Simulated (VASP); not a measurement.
# AlN (Fm-3m) in VASP: G0W0 quasiparticle levels with PBE

Aim: the G0W0 quasiparticle levels of AlN with PBE.

All numbers are computed with VASP 6.6.1; they aren't measurements. Logs are shortened: lines on timing, memory, paths and dates and some standing lists are left out, and cuts for length are marked.

## (1) The cell of the first run

The structure is cubic, space group Fm-3m (No. 225). Conventional cell: a = 4.199 Å, b = 4.199 Å, c = 4.199 Å, α = 90.00°, β = 90.00°, γ = 90.00°. Within 2.8 Å of Al (site symmetry m-3m) lie 6 N at 2.10 Å. Within 2.8 Å of N (site symmetry m-3m) lie 6 Al at 2.10 Å.

## (2) G0W0 quasiparticle levels, PBE

POSCAR

```
AlN
1.0
    0.0000000000      2.0996231902      2.0996231902
    2.0996231902      0.0000000000      2.0996231902
    2.0996231902      2.0996231902      0.0000000000
Al N
1 1
Direct
    0.0000000000      0.0000000000      0.0000000000
    0.5000000000      0.5000000000      0.5000000000
```

INCAR.step1

```
SYSTEM = AlN
ALGO = Normal ; EDIFF = 1E-8
ENCUT = 500 ; GGA = PE
ISMEAR = 0 ; LASPH = .TRUE.
LCHARG = .FALSE. ; LREAL = .FALSE.
LWAVE = .TRUE. ; NELM = 60
PREC = Accurate ; SIGMA = 0.01
```

INCAR.step2

```
SYSTEM = AlN
ALGO = Exact ; EDIFF = 1E-8
ENCUT = 500 ; GGA = PE
ISMEAR = 0 ; ISTART = 1
LASPH = .TRUE. ; LCHARG = .FALSE.
LOPTICS = .TRUE. ; LREAL = .FALSE.
LWAVE = .TRUE. ; NBANDS = 81
NELM = 1 ; PREC = Accurate
SIGMA = 0.01
```

INCAR.step3

```
SYSTEM = AlN
ALGO = EVGW0 ; EDIFF = 1E-8
ENCUT = 500 ; ENCUTGW = 150.0
GGA = PE ; ISMEAR = 0
ISTART = 1 ; LASPH = .TRUE.
LCHARG = .FALSE. ; LREAL = .FALSE.
LWAVE = .FALSE. ; NBANDS = 81
NBANDSGW = 12 ; NELMGW = 1
NOMEGA = 96 ; OMEGAMAX = 20
PREC = Accurate ; PRECFOCK = Fast
SIGMA = 0.01
```

KPOINTS

```
k-points
0
G
  6 6 6
  0 0 0
```

Potentials or basis: VASP PAW PBE potentials, release 64 (Al_GW, N_GW).

Launch:

```bash
> cat potpaw_PBE.64/Al_GW/POTCAR potpaw_PBE.64/N_GW/POTCAR > POTCAR
> cp INCAR.step1 INCAR
> mpirun -np 1 vasp_std > vasp.out
> cp INCAR.step2 INCAR
> mpirun -np 1 vasp_std > vasp.out
> cp INCAR.step3 INCAR
> mpirun -np 1 vasp_std > vasp.out
```

OUTCAR:

```text
SYSTEM = AlN
   EDIFF = 1E-8
   ENCUT = 500
   ENCUTGW = 150.0
   GGA = PE
   ISMEAR = 0
   ISTART = 1
   LASPH = .TRUE.
   LREAL = .FALSE.
   NELMGW = 1
   PREC = Accurate
   PRECFOCK = Fast

 ion  position               nearest neighbor table
   1  0.000  0.000  0.000-   2 2.10   2 2.10   2 2.10   2 2.10   2 2.10   2 2.10
   2  0.500  0.500  0.500-   1 2.10   1 2.10   1 2.10   1 2.10   1 2.10   1 2.10

  LATTYP: Found a face centered cubic cell.
 ALAT       =     4.1992463804

  Lattice vectors:

 A1 = (   0.0000000000,   2.0996231902,   2.0996231902)
 A2 = (   2.0996231902,   0.0000000000,   2.0996231902)
 A3 = (   2.0996231902,   2.0996231902,   0.0000000000)

Analysis of symmetry for initial positions (statically):
=====================================================================
 Subroutine PRICEL returns:
 Original cell was already a primitive cell.

 Routine SETGRP: Setting up the symmetry group for a
 face centered cubic supercell.

 Subroutine GETGRP returns: Found 48 space group operations
 (whereof 48 operations were pure point group operations)
 out of a pool of 48 trial point group operations.

The static configuration has the point symmetry O_h .

Analysis of symmetry for dynamics (positions and initial velocities):
=====================================================================
 Subroutine PRICEL returns:
 Original cell was already a primitive cell.

 Routine SETGRP: Setting up the symmetry group for a
 face centered cubic supercell.

 Subroutine GETGRP returns: Found 48 space group operations
 (whereof 48 operations were pure point group operations)
 out of a pool of 48 trial point group operations.

The dynamic configuration has the point symmetry O_h .

 Subroutine INISYM returns: Found 48 space group operations
 (whereof 48 operations are pure point group operations),
 and found     1 'primitive' translations

----------------------------------------------------------------------------------------

                                     Primitive cell

  volume of cell :      18.5120

  direct lattice vectors                    reciprocal lattice vectors
     0.000000000  2.099623190  2.099623190    -0.238137968  0.238137968  0.238137968
     2.099623190  0.000000000  2.099623190     0.238137968 -0.238137968  0.238137968
     2.099623190  2.099623190  0.000000000     0.238137968  0.238137968 -0.238137968

  length of vectors
     2.969315591  2.969315591  2.969315591     0.412467060  0.412467060  0.412467060

  position of ions in fractional coordinates (direct lattice)
     0.000000000  0.000000000  0.000000000
     0.500000000  0.500000000  0.500000000

  ion indices of the primitive-cell ions
   primitive index   ion index
                 1           1
                 2           2

----------------------------------------------------------------------------------------

 KPOINTS: k-points

Automatic generation of k-mesh.
 Grid dimensions read from file:
 generate k-points for:    6    6    6

 Generating k-lattice:

  Cartesian coordinates                     Fractional coordinates (reciprocal lattice)
    -0.039689661  0.039689661  0.039689661     0.166666667  0.000000000  0.000000000
     0.039689661 -0.039689661  0.039689661     0.000000000  0.166666667  0.000000000
     0.039689661  0.039689661 -0.039689661     0.000000000  0.000000000  0.166666667

  Length of vectors
     0.068744510  0.068744510  0.068744510

  Shift w.r.t. Gamma in fractional coordinates (k-lattice)
     0.000000000  0.000000000  0.000000000

 Subroutine IBZKPT returns following result:
 ===========================================

 Found     16 irreducible k-points:

 Following reciprocal coordinates:
            Coordinates               Weight
  0.000000  0.000000  0.000000      1.000000
  0.166667  0.000000  0.000000      8.000000
  0.333333  0.000000  0.000000      8.000000
  0.500000  0.000000  0.000000      4.000000
  0.166667  0.166667  0.000000      6.000000
  0.333333  0.166667  0.000000     24.000000
[... 8 lines left out ...]
 -0.333333  0.333333  0.166667     24.000000
 -0.333333  0.500000  0.166667     12.000000
   k-points           NKPTS =     16   k-points in BZ     NKDIM =    216   number of bands    NBANDS=     81
   number of dos      NEDOS =    301   number of ions     NIONS =      2
   total plane-waves  NPLWV =  13824
   dimension x,y,z NGX =    24 NGY =   24 NGZ =   24
   dimension x,y,z NGXF=    48 NGYF=   48 NGZF=   48
   ions per type =               1   1
   NGX,Y,Z   is equivalent  to a cutoff of  13.44, 13.44, 13.44 a.u.
   NGXF,Y,Z  is equivalent  to a cutoff of  26.87, 26.87, 26.87 a.u.
 SYSTEM =  AlN
   PREC   = accura    normal or accurate (medium, high low for compatibility)
   ISTART =      1    job   : 0-new  1-cont  2-samecut
   ICHARG =      0    charge: 1-file 2-atom 10-const
   ISPIN  =      1    spin polarized calculation?
   LNONCOLLINEAR =      F non collinear calculations
   LSORBIT =      F    spin-orbit coupling
   LASPH  =      T    aspherical Exc in radial PAW
   ENCUT  =  500.0 eV  36.75 Ry    6.06 a.u.   5.41  5.41  5.41*2*pi/ulx,y,z
   NELM   =     60;   NELMIN=  2; NELMDL=  0     # of ELM steps
   EDIFF  = 0.1E-07   stopping-criterion for ELM
   LREAL  =      F    real-space projection
   EDIFFG = 0.1E-06   stopping-criterion for IOM
   NSW    =      0    number of steps for IOM
   IBRION =     -1    ionic relax: 0-MD 1-quasi-New 2-CG
   NFREE  =      0    steps in history (QN), initial steepest desc. (CG)
   ISIF   =      0    stress and relaxation
   ISYM   =      3    0-nonsym 1-usesym 2-fastsym
   POTIM  = 0.5000    time-step for ionic-motion
   TEBEG  =    0.0;   TEEND  =   0.0 temperature during run
   PSTRESS=    0.0 pullay stress
   NELECT =       8.0000    total number of electrons
   NUPDOWN=      -1.0000    fix difference up-down
   EMIN   =  10.00;   EMAX   =-10.00  energy-range for DOS
   EFERMI =   0.00;   METHOD = LEGACY
   ISMEAR =     0;   SIGMA  =   0.01  broadening in eV -4-tet -1-fermi 0-gaus
   EFERMI_NEDOS =   21; number of points for ismear=-14 and -15
   IALGO  =     38    algorithm
   IMIX   =      4    mixing-type and parameters
     AMIX     =   0.40;   BMIX     =  1.00
     AMIX_MAG =   1.60;   BMIX_MAG =  1.00
  volume/ion in A,a.u.               =       9.26        62.46
  Fermi-wavevector in a.u.,A,eV,Ry     =   1.237714  2.338939 20.843238  1.531935
  Thomas-Fermi vector in A             =   2.372269
   LORBIT       =      0    0 simple, 1 ext, 2 COOP (PROOUT), +10 PAW based schemes
   GGA     = PE    functional components
   LHFCALC =     T    Hartree Fock is set to
   PRECFOCK=fast      Normal, Fast or Accurate (Low or Medium for compatibility)
   ENCUT4O =  -1.0   cutoff for four orbital integrals eV
   NKREDX  =     1    reduce k-point grid by
   NKREDY  =     1    reduce k-point grid by
   NKREDZ  =     1    reduce k-point grid by
   AEXX    =    1.0000 exact exchange contribution
   HFSCREEN=    0.0000 screening length (either q_TF or 0.3 A-1)
   HFSCREENC=   0.0000 screening length for correlation (either q_TF or 0.3 A-1)
   ENCUTFOCK=  -1.0 apply spherical cutoff to Coloumb kernel
   IVDW    =     0    specifies the selected vdW correction
   LEPSILON=     F    determine dielectric tensor
   LRPA    =     F    only Hartree local field effects (RPA)
   LRPAFORCE           =     F    calculate RPA forces
   ENCUTGW             = 150.0    cutoff for response function in eV
   ENCUTGWSOFT         = 120.0    soft cutoff for Coulomb kernel in GW response function in eV
   ENCUTLF             =  -1.0    cutoff for local field effects
   NELMGW              =     1    number of iterations in solving QP/BSE equation
   NELMHF              =     1    number of iterations in the inner HF iteration
   NKREDLFX            =     1    NKREDLFY  =   1   NKREDLFZ  =   1
 non-spin polarized calculation
 Gauss-broadening in eV      SIGMA  =   0.01
  energy-cutoff  :      500.00
  volume of cell :       18.51
 maximum number of plane-waves:       483
 NGX is ok and might be reduce to    24
  NGX = 14; NGY = 14; NGZ = 14
   NGX = 11   NGY = 11   NGZ = 11
 maximum number of plane-waves:        81
 NGX is ok and might be reduce to    14

 QP shifts <psi_nk| G(iteration)W_0 |psi_nk>: iteration 1
 for sc-GW calculations column KS-energies equals QP-energies in previous step
 and V_xc(KS)=  KS-energies - (<T + V_ion + V_H > + <T+V_H+V_ion>^1  + <V_x>^1)

 k-point   1 :       0.0000    0.0000    0.0000
  band No.  KS-energies  QP-energies   sigma(KS)   V_xc(KS)     V^pw_x(r,r')   Z            occupation Imag(sigma)

      1      -9.1600     -10.5383     -16.3753     -14.4793     -24.4724       0.7269       2.0000       1.2347
      2       7.4104       6.7931     -17.8331     -17.0442     -20.5645       0.7826       2.0000       0.0317
      3       7.4104       6.7931     -17.8331     -17.0442     -20.5645       0.7826       2.0000       0.0317
      4       7.4104       6.7931     -17.8331     -17.0442     -20.5645       0.7826       2.0000       0.0317
      5      11.5448      12.4282     -13.0535     -14.1526      -9.0140       0.8038       0.0000      -0.0471
      6      19.1887      19.8780      -9.4147     -10.2710      -4.2185       0.8049       0.0000      -0.0770
      7      19.1887      19.8780      -9.4147     -10.2710      -4.2185       0.8049       0.0000      -0.0770
      8      19.1887      19.8780      -9.4147     -10.2710      -4.2185       0.8049       0.0000      -0.0770
      9      24.0325      24.1703      -8.9423      -9.1256      -2.4401       0.7516       0.0000      -0.3185
     10      24.3469      25.2499      -9.9752     -11.1169      -4.2294       0.7908       0.0000      -0.2091
     11      24.3469      25.2499      -9.9752     -11.1169      -4.2294       0.7908       0.0000      -0.2091
     12      24.3747      25.1326      -9.8777     -10.8960      -2.8549       0.7443       0.0000      -0.3842

 k-point   2 :       0.1667    0.0000    0.0000
  band No.  KS-energies  QP-energies   sigma(KS)   V_xc(KS)     V^pw_x(r,r')   Z            occupation Imag(sigma)
[... 225 lines left out ...]
      1      -5.4113      -6.5076     -18.3018     -16.7977     -25.9794       0.7289       2.0000       0.8829
      2       1.4610       0.3675     -14.7939     -13.3214     -18.8033       0.7426       2.0000       0.0863
      3       3.3603       2.3471     -15.4201     -14.0960     -18.8657       0.7652       2.0000       0.0552
      4       4.0145       3.0943     -15.4614     -14.2705     -18.6403       0.7727       2.0000       0.0483
      5      13.2577      14.1556     -11.3103     -12.4211      -6.9584       0.8083       0.0000      -0.0510
      6      15.4739      16.2180     -10.8795     -11.7997      -6.1305       0.8087       0.0000      -0.0593
      7      19.0304      20.1782     -13.3080     -14.8237      -7.3712       0.7573       0.0000      -0.1062
      8      19.6541      20.5980     -10.9130     -12.1422      -4.9575       0.7679       0.0000      -0.1317
      9      23.7638      24.7022     -11.5597     -12.8190      -4.5075       0.7452       0.0000      -0.3551
     10      27.5448      28.2218      -9.8622     -10.7367      -2.8811       0.7741       0.0000      -0.5994
     11      30.4197      31.4584     -10.8544     -12.1478      -3.9305       0.8031       0.0000      -0.8037
     12      32.8504      33.9567     -11.5072     -12.9382      -3.8041       0.7731       0.0000      -1.0781
```

It took 8.2 min on 1 thread of Intel Xeon 8259CL, shared host; peak memory 0.34 GiB.

What came out:

```yaml
Quasiparticle_gap: 4.91 eV
Least_direct_quasiparticle_gap: 5.64 eV
Band_gap_of_the_starting_levels_on_the_mesh: 3.56 eV
Least_direct_gap_of_the_starting_levels_on_the_mesh: 4.13 eV
```

Caveat: the k points lie up to 0.43 Å⁻¹ apart; bands, screening cutoff and mesh are small and nothing is extrapolated, so the quasiparticle values aren't converged; the structure was generated, so it needn't be the stable form of AlN.
